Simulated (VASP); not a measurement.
# TePb (TePb (100), 4 layers) in VASP: notebook

TePb (TePb (100), 4 layers) is run at these levels: PBE; tasks: single point.

Program: VASP 6.6.1. These are calculated values, not measurements. Logs are shortened: lines on timing, memory, paths and dates and some standing lists are left out, and cuts for length are marked.

**1. The cell of the first run**

The cell holds a slab with vacuum, 8 atoms: a = 4.644 Å, b = 4.644 Å, c = 18.983 Å, α = 90.00°, β = 90.00°, γ = 90.00°.

**2. Single point, PBE**

Contents of INCAR:

```
PREC = Accurate
ENCUT = 520
EDIFF = 1E-6
ISMEAR = -1
SIGMA = 0.02
LREAL = False
LASPH = True
NELM = 60
ALGO = Normal
ISIF = 2
LWAVE = False
LCHARG = False
LDIPOL = True
IDIPOL = 3
DIPOL = 0.5 0.5 0.500
GGA = PE
NBANDS = 50
```

Contents of KPOINTS:

```
Automatic mesh
0
Gamma
  6 6 1
```

Contents of POSCAR:

```
TePb
1.0
    4.6436706446      0.0000000000      0.0000000000
    0.0000000000      4.6436706446      0.0000000000
    0.0000000000      0.0000000000     18.9828000000
Pb Te
4 4
Direct
    0.0000000000      0.0000000000      0.2515953297
    0.5000000000      0.5000000000      0.4006953116
    0.0000000000      0.0000000000      0.5993030038
    0.5000000000      0.5000000000      0.7484018874
    0.5000000000      0.5000000000      0.2370579925
    0.0000000000      0.0000000000      0.4132869904
    0.5000000000      0.5000000000      0.5867071640
    0.0000000000      0.0000000000      0.7629420075
```

Potentials or basis: VASP PAW PBE potentials, release 64 (Pb_d, Te).

Command:

```console
> cat potpaw_PBE.64/Pb_d/POTCAR potpaw_PBE.64/Te/POTCAR > POTCAR
> mpirun -np 1 vasp_std > vasp.out
```

OUTCAR:

```text
PREC = Accurate
   ENCUT = 520
   EDIFF = 1E-6
   ISMEAR = -1
   LREAL = False
   LASPH = True
   NELM = 60
   ISIF = 2
   GGA = PE

 ion  position               nearest neighbor table
   1  0.000  0.000  0.252-   6 3.07   5 3.30   5 3.30   5 3.30   5 3.30
   2  0.500  0.500  0.401-   5 3.11   6 3.29   6 3.29   6 3.29   6 3.29   7 3.53
   3  0.000  0.000  0.599-   8 3.11   7 3.29   7 3.29   7 3.29   7 3.29   6 3.53
   4  0.500  0.500  0.748-   7 3.07   8 3.30   8 3.30   8 3.30   8 3.30
   5  0.500  0.500  0.237-   2 3.11   1 3.30   1 3.30   1 3.30   1 3.30
   6  0.000  0.000  0.413-   1 3.07   2 3.29   2 3.29   2 3.29   2 3.29   3 3.53
   7  0.500  0.500  0.587-   4 3.07   3 3.29   3 3.29   3 3.29   3 3.29   2 3.53
   8  0.000  0.000  0.763-   3 3.11   4 3.30   4 3.30   4 3.30   4 3.30

  LATTYP: Found a simple tetragonal cell.
 ALAT       =     4.6436706446
 C/A-ratio  =     4.0878868147

  Lattice vectors:

 A1 = (   4.6436706446,   0.0000000000,   0.0000000000)
 A2 = (   0.0000000000,   4.6436706446,   0.0000000000)
 A3 = (   0.0000000000,   0.0000000000,  18.9828000000)

Analysis of symmetry for initial positions (statically):
=====================================================================
 Subroutine PRICEL returns:
 Original cell was already a primitive cell.

 Routine SETGRP: Setting up the symmetry group for a
 simple tetragonal supercell.

 Subroutine GETGRP returns: Found 16 space group operations
 (whereof  8 operations were pure point group operations)
 out of a pool of 16 trial point group operations.

The static configuration has the point symmetry C_4v.
 The point group associated with its full space group is D_4h.

Analysis of symmetry for dynamics (positions and initial velocities):
=====================================================================
 Subroutine PRICEL returns:
 Original cell was already a primitive cell.

 Routine SETGRP: Setting up the symmetry group for a
 simple tetragonal supercell.

 Subroutine GETGRP returns: Found 16 space group operations
 (whereof  8 operations were pure point group operations)
 out of a pool of 16 trial point group operations.

The dynamic configuration has the point symmetry C_4v.
 The point group associated with its full space group is D_4h.

 Subroutine INISYM returns: Found 16 space group operations
 (whereof  8 operations are pure point group operations),
 and found     1 'primitive' translations

----------------------------------------------------------------------------------------

                                     Primitive cell

  volume of cell :     409.3390

  direct lattice vectors                    reciprocal lattice vectors
     4.643670645  0.000000000  0.000000000     0.215346883  0.000000000  0.000000000
     0.000000000  4.643670645  0.000000000     0.000000000  0.215346883  0.000000000
     0.000000000  0.000000000 18.982800000     0.000000000  0.000000000  0.052679268

  length of vectors
     4.643670645  4.643670645 18.982800000     0.215346883  0.215346883  0.052679268

  position of ions in fractional coordinates (direct lattice)
     0.000000000  0.000000000  0.251595330
     0.500000000  0.500000000  0.400695312
     0.000000000  0.000000000  0.599303004
     0.500000000  0.500000000  0.748401887
     0.500000000  0.500000000  0.237057992
     0.000000000  0.000000000  0.413286990
     0.500000000  0.500000000  0.586707164
     0.000000000  0.000000000  0.762942008

  ion indices of the primitive-cell ions
   primitive index   ion index
                 1           1
                 2           2
                 3           3
                 4           4
                 5           5
                 6           6
                 7           7
                 8           8

----------------------------------------------------------------------------------------

 KPOINTS: Automatic mesh

Automatic generation of k-mesh.
 Grid dimensions read from file:
 generate k-points for:    6    6    1

 Generating k-lattice:

  Cartesian coordinates                     Fractional coordinates (reciprocal lattice)
     0.035891147  0.000000000  0.000000000     0.166666667  0.000000000  0.000000000
     0.000000000  0.035891147  0.000000000     0.000000000  0.166666667  0.000000000
     0.000000000  0.000000000  0.052679268     0.000000000  0.000000000  1.000000000

  Length of vectors
     0.035891147  0.035891147  0.052679268

  Shift w.r.t. Gamma in fractional coordinates (k-lattice)
     0.000000000  0.000000000  0.000000000

 Subroutine IBZKPT returns following result:
 ===========================================

 Found     10 irreducible k-points:

 Following reciprocal coordinates:
            Coordinates               Weight
  0.000000  0.000000  0.000000      1.000000
  0.166667  0.000000  0.000000      4.000000
  0.333333  0.000000  0.000000      4.000000
  0.500000  0.000000  0.000000      2.000000
  0.166667  0.166667  0.000000      4.000000
  0.333333  0.166667  0.000000      8.000000
  0.500000  0.166667  0.000000      4.000000
  0.333333  0.333333  0.000000      4.000000
  0.500000  0.333333  0.000000      4.000000
  0.500000  0.500000  0.000000      1.000000
   k-points           NKPTS =     10   k-points in BZ     NKDIM =     10   number of bands    NBANDS=     50
   number of dos      NEDOS =    301   number of ions     NIONS =      8
   total plane-waves  NPLWV = 186624
   dimension x,y,z NGX =    36 NGY =   36 NGZ =  144
   dimension x,y,z NGXF=    72 NGYF=   72 NGZF=  288
   ions per type =               4   4
   NGX,Y,Z   is equivalent  to a cutoff of  12.89, 12.89, 12.61 a.u.
   NGXF,Y,Z  is equivalent  to a cutoff of  25.78, 25.78, 25.22 a.u.
 SYSTEM =  unknown system
   PREC   = accura    normal or accurate (medium, high low for compatibility)
   ISTART =      0    job   : 0-new  1-cont  2-samecut
   ICHARG =      2    charge: 1-file 2-atom 10-const
   ISPIN  =      1    spin polarized calculation?
   LNONCOLLINEAR =      F non collinear calculations
   LSORBIT =      F    spin-orbit coupling
   LASPH  =      T    aspherical Exc in radial PAW
   ENCUT  =  520.0 eV  38.22 Ry    6.18 a.u.   8.63  8.63 35.30*2*pi/ulx,y,z
   NELM   =     60;   NELMIN=  2; NELMDL= -5     # of ELM steps
   EDIFF  = 0.1E-05   stopping-criterion for ELM
   LREAL  =      F    real-space projection
   EDIFFG = 0.1E-04   stopping-criterion for IOM
   NSW    =      0    number of steps for IOM
   IBRION =     -1    ionic relax: 0-MD 1-quasi-New 2-CG
   NFREE  =      0    steps in history (QN), initial steepest desc. (CG)
   ISIF   =      2    stress and relaxation
   ISYM   =      2    0-nonsym 1-usesym 2-fastsym
   POTIM  = 0.5000    time-step for ionic-motion
   TEBEG  =    0.0;   TEEND  =   0.0 temperature during run
   PSTRESS=    0.0 pullay stress
   NELECT =      80.0000    total number of electrons
   NUPDOWN=      -1.0000    fix difference up-down
   EMIN   =  10.00;   EMAX   =-10.00  energy-range for DOS
   EFERMI =   0.00;   METHOD = LEGACY
   ISMEAR =    -1;   SIGMA  =   0.02  broadening in eV -4-tet -1-fermi 0-gaus
   EFERMI_NEDOS =   21; number of points for ismear=-14 and -15
   IALGO  =     38    algorithm
   IMIX   =      4    mixing-type and parameters
     AMIX     =   0.40;   BMIX     =  1.00
     AMIX_MAG =   1.60;   BMIX_MAG =  1.00
  volume/ion in A,a.u.               =      51.17       345.29
  Fermi-wavevector in a.u.,A,eV,Ry     =   0.950044  1.795323 12.280400  0.902584
  Thomas-Fermi vector in A             =   2.078384
   LORBIT       =      0    0 simple, 1 ext, 2 COOP (PROOUT), +10 PAW based schemes
   GGA     = PE    functional components
   LHFCALC =     F    Hartree Fock is set to
   AEXX    =    0.0000 exact exchange contribution
   IVDW    =     0    specifies the selected vdW correction
   LEPSILON=     F    determine dielectric tensor
   LRPA    =     F    only Hartree local field effects (RPA)
 non-spin polarized calculation
  energy-cutoff  :      520.00
  volume of cell :      409.34
 maximum number of plane-waves:     11127
 NGX is ok and might be reduce to    36
   NGX = 17   NGY = 17   NGZ = 71

 number of electron      79.9999994 magnetization

 dipolmoment           0.000000      0.000000      0.001443 electrons x Angstroem

 Free energy of the ion-electron system (eV)
  ---------------------------------------------------
  ext. energy  EPLUGINS =         0.00000000
  ---------------------------------------------------
  free energy    TOTEN  =       -29.71296350 eV

  energy without entropy =      -29.71296350  energy(sigma->0) =      -29.71296350

 E-fermi :   2.3510     XC(G=0):  -6.8157

 val. band max:        1.8780672985   @ k =   0.5000   0.0000   0.0000
 cond. band min:       3.2101138837   @ k =   0.5000   0.0000   0.0000
 fundamental gap:      1.3320465852
 Fermi energy:         2.3509949303

 k-point     1 :       0.0000    0.0000    0.0000
  band No.  band energies     occupation
      1     -14.6844      2.00000
      2     -14.6742      2.00000
      3     -14.6283      2.00000
      4     -14.6283      2.00000
      5     -14.6191      2.00000
      6     -14.6179      2.00000
[... 42 lines left out ...]
     49       6.3015      0.00000
     50       6.3017      0.00000

 k-point     2 :       0.1667    0.0000    0.0000
  band No.  band energies     occupation
      1     -14.6802      2.00000
      2     -14.6700      2.00000
      3     -14.6292      2.00000
      4     -14.6289      2.00000
      5     -14.6189      2.00000
      6     -14.6188      2.00000
[... 416 lines left out ...]
 k-point    10 :       0.5000    0.5000    0.0000
  band No.  band energies     occupation
      1     -14.6731      2.00000
      2     -14.6641      2.00000
      3     -14.6550      2.00000
      4     -14.6452      2.00000
      5     -14.6337      2.00000
      6     -14.6337      2.00000
[... 42 lines left out ...]
     49       7.4651      0.00000
     50       7.6116      0.00000

------------------------ aborting loop because EDIFF is reached ----------------------------------------

 vacuum level on the upper side and lower side of the slab       (xc-potential included)        -0.791        -0.804

  FORCE on cell =-STRESS in cart. coord.  units (eV):
  Direction    XX          YY          ZZ          XY          YZ          ZX
  --------------------------------------------------------------------------------------
  -------------------------------------------------------------------------------------
  Total       -0.2425662     -0.2425662     -0.0261265      0.0000000      0.0000000      0.0000000
  in kB       -0.9494187     -0.9494187     -0.1022606      0.0000000      0.0000000      0.0000000
  external PRESSURE =      -0.6670327 kB  Pullay stress =       0.0000000 kB

 VOLUME and BASIS-vectors are now :
 -----------------------------------------------------------------------------
  energy-cutoff  :      520.00
  volume of cell :      409.34
      direct lattice vectors                 reciprocal lattice vectors
     4.643670645  0.000000000  0.000000000     0.215346883  0.000000000  0.000000000
     0.000000000  4.643670645  0.000000000     0.000000000  0.215346883  0.000000000
     0.000000000  0.000000000 18.982800000     0.000000000  0.000000000  0.052679268

 POSITION                                       TOTAL-FORCE (eV/Angst)
 -----------------------------------------------------------------------------------
      0.00000      0.00000      4.77598         0.000000     -0.000000     -0.004739
      2.32184      2.32184      7.60632         0.000000      0.000000      0.006685
      0.00000      0.00000     11.37645         0.000000      0.000000     -0.006685
      2.32184      2.32184     14.20676        -0.000000     -0.000000      0.004739
      2.32184      2.32184      4.50002         0.000000      0.000000     -0.004258
      0.00000      0.00000      7.84534         0.000000      0.000000      0.005888
      2.32184      2.32184     11.13734         0.000000      0.000000     -0.005888
      0.00000      0.00000     14.48278         0.000000      0.000000      0.004258
 -----------------------------------------------------------------------------------
    total drift:                                0.000000      0.000000      0.174502

  FREE ENERGIE OF THE ION-ELECTRON SYSTEM (eV)
  ---------------------------------------------------
  free  energy   TOTEN  =       -29.7129634968 eV

  energy  without entropy=      -29.7129634967  energy(sigma->0) =      -29.71296350

 vacuum level on the upper side and lower side of the slab         5.898         5.885
```

Wall time 1.9 min (1 thread of Intel Xeon 6975P-C (Granite Rapids), shared host); peak memory 0.51 GiB.

Results:

```yaml
Free_energy: -29.7130 eV
Largest_force: 0.007 eV/Å
Band_gap_on_the_k_mesh: 1.33 eV, direct
```

Forces in eV/Å, atoms in the order of the input:
```
Pb   0.000  0.000 -0.005
Pb   0.000  0.000  0.007
Pb   0.000  0.000 -0.007
Pb   0.000  0.000  0.005
Te   0.000  0.000 -0.004
Te   0.000  0.000  0.006
Te   0.000  0.000 -0.006
Te   0.000  0.000  0.004
```

Levels at points of the mesh, in eV from the valence-band top:
```tsv
k point	band 37	band 38	band 39	band 40	band 41	band 42	band 43	band 44
(0.00, 0.00, 0.00)	-1.07	-1.07	-0.64	-0.52	2.07	2.75	3.78	3.85
(0.50, 0.00, 0.00)	-0.27	-0.27	-0.01	0.00	1.33	1.33	1.68	1.68
(0.50, 0.50, 0.00)	-1.83	-1.83	-0.76	-0.75	2.57	2.57	3.78	3.78
```

Caveat: spin-orbit coupling is left out, which moves the levels of the heavy elements.

(Continued in part 2 of 2.)
